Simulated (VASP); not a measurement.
Here is a VASP 6.6.1 calculation.

Contents of INCAR:

```
ALGO = Normal ; EDIFF = 1E-6
EDIFFG = -0.02 ; ENCUT = 600
GGA = PS ; IBRION = 2
ISIF = 3 ; ISMEAR = -1
ISPIN = 2 ; KPAR = 4
LASPH = True ; LCHARG = False
LMAXMIX = 6 ; LORBIT = 11
LREAL = False ; LWAVE = False
MAGMOM = 0 0 4 1 0 0 0 0 0 0 ; NELM = 100
NSW = 60 ; PREC = Accurate
SIGMA = 0.05
```

The input KPOINTS:

```
k-points
0
Gamma
  6 6 6
```

POSCAR

```
NaLaMnMoO6
1.0
    4.7224200000     -2.7368800000      0.0000000000
    4.7224200000      2.7368800000      0.0000000000
   -3.1760200000      0.0000000000      4.4713700000
Na La Mn Mo O
1 1 1 1 6
Direct
    0.2502100000      0.2502100000      0.7445900000
    0.7511700000      0.7511700000      0.2570700000
    0.4991800000      0.4991800000      0.4991700000
    0.0011000000      0.0011000000      0.0011400000
    0.2850300000      0.7810600000      0.2852000000
    0.7810600000      0.2850300000      0.2852000000
    0.2518700000      0.2518700000      0.1877500000
    0.7477700000      0.7477700000      0.8112400000
    0.2188300000      0.7140700000      0.7152500000
    0.7140700000      0.2188300000      0.7152500000
```

Potentials or basis: VASP PAW PBE potentials, release 64 (Na_pv, La, Mn_pv, Mo_sv, O).

Run with:

```console
$ cat potpaw_PBE.64/Na_pv/POTCAR potpaw_PBE.64/La/POTCAR potpaw_PBE.64/Mn_pv/POTCAR potpaw_PBE.64/Mo_sv/POTCAR potpaw_PBE.64/O/POTCAR > POTCAR
$ mpirun -np 4 vasp_std > vasp.out
```

Estimate the relaxed volume.

11.10 Å³/atom.

Estimate the relaxed cell.

a = 5.385 Å, b = 5.385 Å, c = 5.411 Å, α = 120.02°, β = 120.02°, γ = 60.13°.

Predict the net moment.

1.52 μB per cell.

Estimate the site moments.

Na +0.00; La -0.02; Mn +2.08; Mo -0.59; O +0.01 μB.

Stress tensor (GPa, compression positive):
```
 0.04  0.00  0.03
 0.00 -0.11  0.00
 0.03  0.00  0.04
```

Caveat: the PAW data sets were made with another functional, which shifts forces and pressure a little; a cell with one magnetic atom can't hold antiferromagnetic order, which such compounds often take.
